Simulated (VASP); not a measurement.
# Si (a cell with a defect) in VASP: a series of runs

Si (a cell with a defect) is run at these levels: PBEsol; tasks: single point.

Program: VASP 6.6.1. These are calculated values, not measurements. Logs are shortened: lines on timing, memory, paths and dates and some standing lists are left out, and cuts for length are marked.

**1. The cell of the first run**

The cell holds a defect, 17 atoms: a = 7.679 Å, b = 7.679 Å, c = 7.679 Å, α = 60.00°, β = 60.00°, γ = 60.00°.

**2. Single point, PBEsol**

The input, INCAR:

```
  PREC = Accurate
  ENCUT = 520
  EDIFF = 1E-6
  ISMEAR = -1
  SIGMA = 0.05
  LREAL = Auto
  LASPH = True
  NELM = 60
  ALGO = Normal
  ISIF = 2
  LWAVE = False
  LCHARG = False
  GGA = PS
  NBANDS = 48
```

The input, KPOINTS:

```
regular mesh
0
Gamma
  2 2 2
```

The input, POSCAR:

```
Si
1.0
    0.0000000000      5.4300000000      5.4300000000
    5.4300000000      0.0000000000      5.4300000000
    5.4300000000      5.4300000000      0.0000000000
Si
17
Direct
    0.0013558932      0.0008249540     -0.0081883057
    0.1327594843      0.1322278085      0.1025034991
    0.0082756906      0.0077696133      0.4759200737
    0.1217415285      0.1212376611      0.6198853591
    0.0013553407      0.5057299263     -0.0081925414
    0.1148995396      0.6288045120      0.1272065378
   -0.0203296501      0.5072130755      0.5056410681
    0.1217444751      0.6368697053      0.6198811234
    0.5062569982      0.0008236648     -0.0081872007
    0.6293351750      0.1143745856      0.1272058932
    0.5077199816     -0.0208507366      0.5056505525
    0.6373784530      0.1212353591      0.6198865562
    0.4882776243      0.4877538674      0.0359383978
    0.6293376611      0.6288017495      0.1272102210
    0.5077150092      0.5072126151      0.5056474217
    0.6118387661      0.6113181400      0.6652518416
    0.3580616943      0.3575383057      0.4265860037
```

Potentials or basis: VASP PAW PBE potentials, release 64 (Si).

Started as:

```sh
$ cat potpaw_PBE.64/Si/POTCAR > POTCAR
$ mpirun -np 1 vasp_std > vasp.out
```

OUTCAR:

```text
PREC = Accurate
   ENCUT = 520
   EDIFF = 1E-6
   ISMEAR = -1
   LREAL = Auto
   LASPH = True
   NELM = 60
   ISIF = 2
   GGA = PS

 ion  position               nearest neighbor table
   1  0.001  0.001  0.992-   4 2.33   6 2.33  10 2.33   2 2.34
   2  0.133  0.132  0.103-   3 2.34   9 2.34   1 2.34   5 2.34
   3  0.008  0.008  0.476-  12 2.33   4 2.33   8 2.33   2 2.34
   4  0.122  0.121  0.620-   3 2.33   1 2.33   7 2.42  11 2.42  17 2.59
   5  0.001  0.506  0.992-   8 2.33  14 2.33   6 2.33   2 2.34
   6  0.115  0.629  0.127-   5 2.33   1 2.33  13 2.35   7 2.37  17 2.95
   7  0.980  0.507  0.506-  16 2.32   6 2.37  17 2.39   8 2.42   4 2.42
   8  0.122  0.637  0.620-   3 2.33   5 2.33   7 2.42  15 2.42  17 2.59
   9  0.506  0.001  0.992-  12 2.33  14 2.33  10 2.33   2 2.34
  10  0.629  0.114  0.127-   1 2.33   9 2.33  13 2.35  11 2.37  17 2.95
  11  0.508  0.979  0.506-  16 2.32  10 2.37  17 2.39   4 2.42  12 2.42
  12  0.637  0.121  0.620-   3 2.33   9 2.33  15 2.42  11 2.42  17 2.59
  13  0.488  0.488  0.036-  16 2.32   6 2.35  10 2.35  14 2.35  17 2.45
  14  0.629  0.629  0.127-   5 2.33   9 2.33  13 2.35  15 2.37  17 2.95
  15  0.508  0.507  0.506-  16 2.32  14 2.37  17 2.39   8 2.42  12 2.42
  16  0.612  0.611  0.665-  11 2.32   7 2.32  15 2.32  13 2.32
  17  0.358  0.358  0.427-  11 2.39  15 2.39   7 2.39  13 2.45  12 2.59   4 2.59   8 2.59  14 2.95
                             6 2.95  10 2.95

  LATTYP: Found a face centered cubic cell.
 ALAT       =    10.8600000000

  Lattice vectors:

 A1 = (   0.0000000000,   5.4300000000,   5.4300000000)
 A2 = (   5.4300000000,   0.0000000000,   5.4300000000)
 A3 = (   5.4300000000,   5.4300000000,   0.0000000000)

Analysis of symmetry for initial positions (statically):
=====================================================================
 Subroutine PRICEL returns:
 Original cell was already a primitive cell.

 Routine SETGRP: Setting up the symmetry group for a
 face centered cubic supercell.

 Subroutine GETGRP returns: Found  1 space group operations
 (whereof  1 operations were pure point group operations)
 out of a pool of 48 trial point group operations.

The static configuration has the point symmetry C_1 .

Analysis of symmetry for dynamics (positions and initial velocities):
=====================================================================
 Subroutine PRICEL returns:
 Original cell was already a primitive cell.

 Routine SETGRP: Setting up the symmetry group for a
 face centered cubic supercell.

 Subroutine GETGRP returns: Found  1 space group operations
 (whereof  1 operations were pure point group operations)
 out of a pool of 48 trial point group operations.

The dynamic configuration has the point symmetry C_1 .

 Subroutine INISYM returns: Found  1 space group operations
 (whereof  1 operations are pure point group operations),
 and found     1 'primitive' translations

----------------------------------------------------------------------------------------

                                     Primitive cell

  volume of cell :     320.2060

  direct lattice vectors                    reciprocal lattice vectors
     0.000000000  5.430000000  5.430000000    -0.092081031  0.092081031  0.092081031
     5.430000000  0.000000000  5.430000000     0.092081031 -0.092081031  0.092081031
     5.430000000  5.430000000  0.000000000     0.092081031  0.092081031 -0.092081031

  length of vectors
     7.679179644  7.679179644  7.679179644     0.159489025  0.159489025  0.159489025

  position of ions in fractional coordinates (direct lattice)
     0.001355893  0.000824954  0.991811694
     0.132759484  0.132227808  0.102503499
     0.008275691  0.007769613  0.475920074
     0.121741529  0.121237661  0.619885359
     0.001355341  0.505729926  0.991807459
     0.114899540  0.628804512  0.127206538
[... 9 lines left out ...]
     0.611838766  0.611318140  0.665251842
     0.358061694  0.357538306  0.426586004

  ion indices of the primitive-cell ions
   primitive index   ion index
                 1           1
                 2           2
                 3           3
                 4           4
                 5           5
                 6           6
[... 9 lines left out ...]
                16          16
                17          17

----------------------------------------------------------------------------------------

 KPOINTS: regular mesh

Automatic generation of k-mesh.
 Grid dimensions read from file:
 generate k-points for:    2    2    2

 Generating k-lattice:

  Cartesian coordinates                     Fractional coordinates (reciprocal lattice)
    -0.046040516  0.046040516  0.046040516     0.500000000  0.000000000  0.000000000
     0.046040516 -0.046040516  0.046040516     0.000000000  0.500000000  0.000000000
     0.046040516  0.046040516 -0.046040516     0.000000000  0.000000000  0.500000000

  Length of vectors
     0.079744512  0.079744512  0.079744512

  Shift w.r.t. Gamma in fractional coordinates (k-lattice)
     0.000000000  0.000000000  0.000000000

 Subroutine IBZKPT returns following result:
 ===========================================

 Found      8 irreducible k-points:

 Following reciprocal coordinates:
            Coordinates               Weight
  0.000000  0.000000  0.000000      1.000000
  0.500000  0.000000  0.000000      1.000000
  0.000000  0.500000  0.000000      1.000000
  0.000000  0.000000  0.500000      1.000000
  0.500000  0.500000  0.500000      1.000000
  0.500000  0.500000  0.000000      1.000000
  0.000000  0.500000  0.500000      1.000000
  0.500000  0.000000  0.500000      1.000000
   k-points           NKPTS =      8   k-points in BZ     NKDIM =      8   number of bands    NBANDS=     48
   number of dos      NEDOS =    301   number of ions     NIONS =     17
   total plane-waves  NPLWV = 216000
   dimension x,y,z NGX =    60 NGY =   60 NGZ =   60
   dimension x,y,z NGXF=   120 NGYF=  120 NGZF=  120
   ions per type =              17
   NGX,Y,Z   is equivalent  to a cutoff of  12.99, 12.99, 12.99 a.u.
   NGXF,Y,Z  is equivalent  to a cutoff of  25.98, 25.98, 25.98 a.u.
 SYSTEM =  unknown system
   PREC   = accura    normal or accurate (medium, high low for compatibility)
   ISTART =      0    job   : 0-new  1-cont  2-samecut
   ICHARG =      2    charge: 1-file 2-atom 10-const
   ISPIN  =      1    spin polarized calculation?
   LNONCOLLINEAR =      F non collinear calculations
   LSORBIT =      F    spin-orbit coupling
   LASPH  =      T    aspherical Exc in radial PAW
   ENCUT  =  520.0 eV  38.22 Ry    6.18 a.u.  14.28 14.28 14.28*2*pi/ulx,y,z
   NELM   =     60;   NELMIN=  2; NELMDL= -5     # of ELM steps
   EDIFF  = 0.1E-05   stopping-criterion for ELM
   LREAL  =      T    real-space projection
   EDIFFG = 0.1E-04   stopping-criterion for IOM
   NSW    =      0    number of steps for IOM
[... 5 lines left out ...]
   TEBEG  =    0.0;   TEEND  =   0.0 temperature during run
   PSTRESS=    0.0 pullay stress
   NELECT =      68.0000    total number of electrons
   NUPDOWN=      -1.0000    fix difference up-down
   EMIN   =  10.00;   EMAX   =-10.00  energy-range for DOS
   EFERMI =   0.00;   METHOD = LEGACY
   ISMEAR =    -1;   SIGMA  =   0.05  broadening in eV -4-tet -1-fermi 0-gaus
   EFERMI_NEDOS =   21; number of points for ismear=-14 and -15
   IALGO  =     38    algorithm
   IMIX   =      4    mixing-type and parameters
     AMIX     =   0.40;   BMIX     =  1.00
     AMIX_MAG =   1.60;   BMIX_MAG =  1.00
  volume/ion in A,a.u.               =      18.84       127.11
  Fermi-wavevector in a.u.,A,eV,Ry     =   0.976715  1.845724 12.979587  0.953973
  Thomas-Fermi vector in A             =   2.107356
   LORBIT       =      0    0 simple, 1 ext, 2 COOP (PROOUT), +10 PAW based schemes
   GGA     = PS    functional components
   LHFCALC =     F    Hartree Fock is set to
   AEXX    =    0.0000 exact exchange contribution
   IVDW    =     0    specifies the selected vdW correction
   LEPSILON=     F    determine dielectric tensor
   LRPA    =     F    only Hartree local field effects (RPA)
 non-spin polarized calculation
  energy-cutoff  :      520.00
  volume of cell :      320.21
 maximum number of plane-waves:      8646
 NGX is ok and might be reduce to    60
   NGX = 29   NGY = 29   NGZ = 29

 number of electron      68.0000000 magnetization

 Free energy of the ion-electron system (eV)
  ---------------------------------------------------
  ext. energy  EPLUGINS =         0.00000000
  ---------------------------------------------------
  free energy    TOTEN  =       -93.84187258 eV

  energy without entropy =      -93.79504158  energy(sigma->0) =      -93.81845708

 E-fermi :   6.7468     XC(G=0):  -9.8129

 val. band max:        6.6401579909   @ k =   0.0000   0.0000   0.0000
 cond. band min:       6.7835441631   @ k =   0.5000   0.5000   0.0000
 fundamental gap:      0.1433861723
 Fermi energy:         6.7467559310

 k-point     1 :       0.0000    0.0000    0.0000
  band No.  band energies     occupation
      1      -6.3672      2.00000
      2      -3.8745      2.00000
      3      -3.6865      2.00000
      4      -3.6864      2.00000
      5      -3.5775      2.00000
      6      -2.8196      2.00000
[... 38 lines left out ...]
     45       8.1256      0.00000
     46       8.8431      0.00000

 k-point     2 :       0.5000    0.0000    0.0000
  band No.  band energies     occupation
      1      -5.9493      2.00000
      2      -5.0319      2.00000
      3      -3.6511      2.00000
      4      -3.5058      2.00000
      5      -3.3726      2.00000
      6      -3.0184      2.00000
[... 38 lines left out ...]
     45       9.6839      0.00000
     46       9.7836      0.00000

 k-point     3 :       0.0000    0.5000    0.0000
  band No.  band energies     occupation
      1      -5.9493      2.00000
      2      -5.0318      2.00000
      3      -3.6511      2.00000
      4      -3.5059      2.00000
      5      -3.3726      2.00000
      6      -3.0184      2.00000
[... 234 lines left out ...]
     45      10.0350      0.00000
     46      10.2265      0.00000

 k-point     8 :       0.5000    0.0000    0.5000
  band No.  band energies     occupation
      1      -5.8215      2.00000
      2      -4.7779      2.00000
      3      -4.0614      2.00000
      4      -3.9392      2.00000
      5      -3.8988      2.00000
      6      -3.6870      2.00000
[... 38 lines left out ...]
     45      10.0350      0.00000
     46      10.2265      0.00000
 [bands above 46 left out]

------------------------ aborting loop because EDIFF is reached ----------------------------------------

  FORCE on cell =-STRESS in cart. coord.  units (eV):
  Direction    XX          YY          ZZ          XY          YZ          ZX
  --------------------------------------------------------------------------------------
  -------------------------------------------------------------------------------------
  Total        6.3307026      6.3292712      6.3295578     -0.3110661      0.3131917      0.3103599
  in kB       31.6761953     31.6690333     31.6704668     -1.5564449      1.5670808      1.5529115
  external PRESSURE =      31.6718985 kB  Pullay stress =       0.0000000 kB

 VOLUME and BASIS-vectors are now :
 -----------------------------------------------------------------------------
  energy-cutoff  :      520.00
  volume of cell :      320.21
      direct lattice vectors                 reciprocal lattice vectors
     0.000000000  5.430000000  5.430000000    -0.092081031  0.092081031  0.092081031
     5.430000000  0.000000000  5.430000000     0.092081031 -0.092081031  0.092081031
     5.430000000  5.430000000  0.000000000     0.092081031  0.092081031 -0.092081031

 POSITION                                       TOTAL-FORCE (eV/Angst)
 -----------------------------------------------------------------------------------
      5.39002      5.39290      0.01184         0.024015      0.024107     -0.025529
      1.27459      1.27748      1.43888         0.041905      0.041531     -0.041479
      2.62644      2.62918      0.08713         0.036829      0.035121     -0.035939
      4.02430      4.02703      1.31938         0.024555      0.025503     -0.021453
      8.13163      5.39287      2.75347         0.024742      0.024173     -0.024141
      4.10514      1.31464      4.03831        -0.003770      0.030533      0.004132
[... 9 lines left out ...]
      6.93178      6.93460      6.64174        -0.059700     -0.059465      0.059272
      4.25780      4.26064      3.88571        -0.155949     -0.156687      0.156122
 -----------------------------------------------------------------------------------
    total drift:                               -0.008893     -0.012633      0.013118

  FREE ENERGIE OF THE ION-ELECTRON SYSTEM (eV)
  ---------------------------------------------------
  free  energy   TOTEN  =       -93.8418725788 eV

  energy  without entropy=      -93.7950415831  energy(sigma->0) =      -93.81845708
```

Wall time 7.1 min (1 thread of Intel Xeon 8259CL, shared host); peak memory 0.47 GiB.

Results:

* Free energy: -93.8419 eV
* Pressure: 3.2 GPa
* Largest force: 0.271 eV/Å
* Band gap on the k mesh: zero (bands 34 and 35 overlap by 0.14 eV)

Forces on the atoms (eV/Å):
```
Si   0.024  0.024 -0.026
Si   0.042  0.042 -0.041
Si   0.037  0.035 -0.036
Si   0.025  0.026 -0.021
Si   0.025  0.024 -0.024
Si  -0.004  0.031  0.004
Si  -0.011  0.077  0.011
Si   0.022  0.025 -0.025
Si   0.024  0.026 -0.024
Si   0.030 -0.004  0.004
Si   0.077 -0.012  0.012
Si   0.024  0.021 -0.025
Si  -0.083 -0.083  0.083
Si  -0.004 -0.004 -0.030
Si  -0.012 -0.011 -0.077
Si  -0.060 -0.059  0.059
Si  -0.156 -0.157  0.156
```

Stress tensor (GPa, compression positive):
```
 3.17 -0.16  0.16
-0.16  3.17  0.16
 0.16  0.16  3.17
```

Levels at points of the mesh, in eV from the Fermi level:
```tsv
k point	band 30	band 31	band 32	band 33	band 34	band 35	band 36	band 37	band 38	band 39
(0.00, 0.00, 0.00)	-1.57	-0.79	-0.70	-0.70	-0.40	-0.11	-0.11	0.09	0.09	0.52
(0.50, 0.00, 0.00)	-1.46	-1.36	-1.34	-1.14	-0.20	0.31	0.76	0.82	0.91	1.33
(0.00, 0.50, 0.00)	-1.46	-1.36	-1.34	-1.14	-0.20	0.31	0.76	0.82	0.91	1.33
(0.00, 0.00, 0.50)	-1.46	-1.46	-1.29	-1.29	-0.31	0.43	0.43	1.06	1.06	1.24
(0.50, 0.50, 0.50)	-1.46	-1.36	-1.34	-1.14	-0.20	0.31	0.76	0.82	0.91	1.33
(0.50, 0.50, 0.00)	-1.94	-1.90	-1.75	-0.87	0.04	0.60	1.12	1.24	1.26	1.92
(0.00, 0.50, 0.50)	-1.94	-1.90	-1.75	-0.87	0.04	0.60	1.12	1.24	1.26	1.92
(0.50, 0.00, 0.50)	-1.94	-1.90	-1.75	-0.87	0.04	0.60	1.12	1.24	1.26	1.92
```

Caveat: the k points lie up to 0.50 Å⁻¹ apart; the PAW data sets were made with another functional, which shifts forces and pressure a little.

**3. Single point, PBEsol**

The input, INCAR:

```
SYSTEM = Si
PREC = Accurate
ENCUT = 520
EDIFF = 1E-7
ISMEAR = -1
SIGMA = 0.05
LREAL = Auto
LASPH = .True.
NELM = 80
ALGO = Normal
ISIF = 2
LWAVE = .False.
LCHARG = .False.
GGA = PS
NBANDS = 48
```

The input, KPOINTS:

```
Automatic mesh
0
Gamma
  2 2 2
  0 0 0
```

The input, POSCAR:

```
Si
1.0
    0.0000000000      5.4300000000      5.4300000000
    5.4300000000      0.0000000000      5.4300000000
    5.4300000000      5.4300000000      0.0000000000
Si
17
Direct
   -0.0029150092     -0.0034787293     -0.0049689687
    0.1400161142      0.1394400552      0.0806280847
    0.0156100368      0.0150035912      0.4538813076
    0.1177996317      0.1172659300      0.6174060773
   -0.0029025783      0.5108874770     -0.0049830571
    0.1143037753      0.6248538674      0.1355098527
   -0.0189034070      0.5055299263      0.5073715470
    0.1178369245      0.6470262431      0.6173945672
    0.5114632597     -0.0034807551     -0.0049663904
    0.6254209945      0.1137436464      0.1355158379
    0.5060982505     -0.0194722836      0.5073746777
    0.6476337017      0.1172596685      0.6174079190
    0.4875516575      0.4869910681      0.0380039595
    0.6254319521      0.6248520258      0.1355105893
    0.5061013812      0.5055306630      0.5073720994
    0.6122555249      0.6116825967      0.6639076427
    0.2743097606      0.2736690608      0.6778228361
```

Potentials or basis: VASP PAW PBE potentials, release 64 (Si).

Started as:

```sh
$ cat potpaw_PBE.64/Si/POTCAR > POTCAR
$ mpirun -np 1 vasp_std > vasp.out
```

It took 6.8 min on 1 thread of Intel Xeon 8259CL, shared host; peak memory 0.48 GiB.

Results (log left out):

| Item | Value |
| --- | --- |
| Free energy | -93.7594 eV |
| Pressure | 3.0 GPa |
| Largest force | 0.481 eV/Å |
| Band gap on the k mesh | zero (bands 34 and 35 overlap by 0.11 eV) |

Forces on the atoms (eV/Å):
```
Si  -0.005 -0.005  0.007
Si   0.027  0.027 -0.026
Si   0.008  0.008 -0.008
Si  -0.011 -0.011  0.029
Si  -0.008 -0.005  0.004
Si  -0.021 -0.005  0.021
Si  -0.034  0.018  0.034
Si  -0.029 -0.011  0.011
Si  -0.005 -0.007  0.005
Si  -0.005 -0.022  0.022
Si   0.018 -0.035  0.035
Si  -0.011 -0.030  0.011
Si  -0.078 -0.078  0.078
Si  -0.021 -0.021  0.004
Si  -0.035 -0.034 -0.018
Si  -0.067 -0.067  0.068
Si   0.278  0.277 -0.278
```

Stress tensor (GPa, compression positive):
```
 2.99 -0.40  0.40
-0.40  2.99  0.40
 0.40  0.40  2.99
```

Levels at points of the mesh, in eV from the Fermi level:
```tsv
k point	band 30	band 31	band 32	band 33	band 34	band 35	band 36	band 37	band 38	band 39
(0.00, 0.00, 0.00)	-1.52	-0.90	-0.67	-0.67	-0.40	-0.09	-0.09	0.12	0.12	0.55
(0.50, 0.00, 0.00)	-1.45	-1.36	-1.33	-1.08	-0.16	0.22	0.79	0.84	0.92	1.32
(0.00, 0.50, 0.00)	-1.45	-1.36	-1.33	-1.08	-0.16	0.22	0.79	0.84	0.92	1.32
(0.00, 0.00, 0.50)	-1.44	-1.44	-1.27	-1.27	-0.27	0.41	0.41	1.12	1.12	1.22
(0.50, 0.50, 0.50)	-1.45	-1.36	-1.33	-1.08	-0.16	0.22	0.79	0.84	0.92	1.32
(0.50, 0.50, 0.00)	-1.93	-1.88	-1.72	-0.82	0.02	0.54	1.19	1.31	1.31	1.92
(0.00, 0.50, 0.50)	-1.93	-1.88	-1.72	-0.82	0.02	0.54	1.19	1.31	1.31	1.92
(0.50, 0.00, 0.50)	-1.93	-1.88	-1.72	-0.82	0.02	0.54	1.19	1.31	1.31	1.92
```

Caveat: the k points lie up to 0.50 Å⁻¹ apart; the PAW data sets were made with another functional, which shifts forces and pressure a little.

The gap in the log of VASP goes by the Fermi energy; the results here count the filled bands.